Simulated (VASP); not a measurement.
Here is a VASP 6.6.1 calculation.

Contents of POSCAR:

```
GaP
1.0
    0.0000000000      2.7330547169      2.7330547169
    2.7330547169      0.0000000000      2.7330547169
    2.7330547169      2.7330547169      0.0000000000
Ga P
1 1
Direct
    0.0000000000      0.0000000000      0.0000000000
    0.7500000000      0.7500000000      0.7500000000
```

The input INCAR.step1:

```
PREC = Accurate
ENCUT = 520
ISMEAR = 0
SIGMA = 0.05
LREAL = F
LASPH = T
NELM = 60
NBANDS = 16
GGA = PE
ALGO = Normal
EDIFF = 1E-4
LWAVE = T
LCHARG = F
```

INCAR.step2

```
PREC = Accurate
ENCUT = 520
EDIFF = 1E-6
ISMEAR = 0
SIGMA = 0.05
LREAL = F
LASPH = T
NELM = 60
ALGO = Normal
ISIF = 2
LWAVE = F
LCHARG = T
METAGGA = R2SCAN
LMIXTAU = T
IVDW = 13
VDW_S6 = 1.0
VDW_S8 = 0.6018749
VDW_A1 = 0.51559235
VDW_A2 = 5.77342911
LELF = T
LVHAR = T
NBANDS = 16
ISTART = 1
```

KPOINTS

```
Automatic mesh
0
Gamma
  8 8 8
```

Potentials or basis: VASP PAW PBE potentials, release 64 (Ga_d, P).

Command:

```bash
$ cat potpaw_PBE.64/Ga_d/POTCAR potpaw_PBE.64/P/POTCAR > POTCAR
$ cp INCAR.step1 INCAR
$ mpirun -np 1 vasp_std > vasp.out
$ cp INCAR.step2 INCAR
$ mpirun -np 1 vasp_std > vasp.out
```

**Question.** Predict the band gap on the k mesh.

**Answer.** 1.92 eV, indirect (least direct gap 2.27 eV).

**Question.** Estimate the pressure.

**Answer.** -1.8 GPa.

Caveat: the PAW data sets were made with another functional, which shifts forces and pressure a little. A k mesh can miss the band edges.
